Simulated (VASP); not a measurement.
A run of VASP 6.6.1:

File INCAR:

```
PREC = Accurate
ENCUT = 600
EDIFF = 1E-7
ISMEAR = 0
SIGMA = 0.05
LREAL = False
LASPH = True
NELM = 100
ALGO = Normal
ISIF = 4
LWAVE = False
LCHARG = False
GGA = PE
IBRION = 2
NSW = 60
EDIFFG = -0.01
```

Contents of KPOINTS:

```
regular mesh
0
Gamma
  8 8 4
```

The input POSCAR:

```
LaCoPO
1.0
    3.8886840456      0.0000000000      0.0000000000
    0.0000000000      3.8886840456      0.0000000000
    0.0000000000      0.0000000000      8.3603488590
La Co P O
2 2 2 2
Direct
    0.0000000000      0.5000000000      0.8472647804
    0.5000000000      0.0000000000      0.1527352196
    0.5000000000      0.5000000000      0.5000000000
    0.0000000000      0.0000000000      0.5000000000
    0.5000000000      0.0000000000      0.6276652624
    0.0000000000      0.5000000000      0.3723347376
    0.0000000000      0.0000000000      0.0000000000
    0.5000000000      0.5000000000      0.0000000000
```

Potentials or basis: VASP PAW PBE potentials, release 64 (La, Co, P, O).

Run with:

```bash
$ cat potpaw_PBE.64/La/POTCAR potpaw_PBE.64/Co/POTCAR potpaw_PBE.64/P/POTCAR potpaw_PBE.64/O/POTCAR > POTCAR
$ mpirun -np 1 vasp_std > vasp.out
```

Hardware: 1 thread of Intel Xeon 8259CL, on a shared host.

Estimate the wall time of this run.

Wall time 25 min on 1 thread of Intel Xeon 8259CL, on a shared host, peak memory 0.48 GiB. Counts: scf iterations 65, k points 45, ion steps 7.
